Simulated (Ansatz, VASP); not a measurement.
# MgTl: VASP beside Ansatz

INCAR

```
PREC     = Accurate       # precision mode
ENCUT    = 520            # plane-wave cutoff, eV
EDIFF    = 1E-8           # SCF threshold, eV
ISMEAR   = -1             # smearing method
SIGMA    = 0.05           # smearing width, eV
LREAL    = F              # projectors in reciprocal space
LASPH    = T              # aspherical terms in the spheres
NELM     = 60             # most SCF steps
ALGO     = Normal         # electronic algorithm
ISIF     = 2              # what is computed and relaxed
LWAVE    = F              # write WAVECAR
LCHARG   = F              # write CHGCAR
LEFG     = T            
NBANDS   = 14             # bands
```

File KPOINTS:

```
Automatic mesh
0
Gamma
  9 9 9
```

Contents of POSCAR:

```
MgTl
1.0
    3.6228427186      0.0000000000      0.0000000000
    0.0000000000      3.6228427186      0.0000000000
    0.0000000000      0.0000000000      3.6228427186
Mg Tl
1 1
Direct
    0.0000000000      0.0000000000      0.0000000000
    0.5000000000      0.5000000000      0.5000000000
```

Input for Ansatz:

```yaml
crystal:
  lattice:
    - [3.6228427186, 0.0, 0.0]
    - [0.0, 3.6228427186, 0.0]
    - [0.0, 0.0, 3.6228427186]
  atoms:
    - { symbol: Mg, position: [0.0, 0.0, 0.0] }
    - { symbol: Tl, position: [0.5, 0.5, 0.5] }
kpoints:
  mp_grid: { grid: [9, 9, 9] }
scf:
  occupations: { method: fermi_dirac, width: 0.05 }
hamiltonian:
  xc: lda
  pseudopotentials: { kind: paw }
output:
  forces: true
  stress: true
  eigenvalues: true
  efg: { contact_densities: true }
  write_density: true
  write_potential: true
  elf: true
  volumetric_format: npy
```

Change from the starting cell: volume scaled by 0.99, PAW files.

Alike in both runs: task electric field gradients; functional LDA; k mesh 9 × 9 × 9; occupations fermi-dirac, width 0.05 eV; no spin polarisation.

```csv
,VASP,Ansatz
version,VASP 6.6.1,Ansatz 0.2.0
potentials or method,"VASP PAW LDA potentials, release 64 (Mg, Tl_d)","PAW with Ansatz's default frozen-core files, scalar-relativistic"
plane-wave cutoff (eV),520,420
valence electrons in the cell,15,23
```

Ansatz gave:

* pressure (GPa): -2.1

Problem. Which values does VASP return?

Solution. Pressure (GPa): -2.3.

LDA's correlation is that of Perdew and Zunger in VASP and of Perdew and Wang (1992) in Ansatz. VASP's potentials hold 15 valence electrons a cell and Ansatz's 23, so a difference there can come from the potentials and not from the codes.

Neither program's run includes spin-orbit coupling.
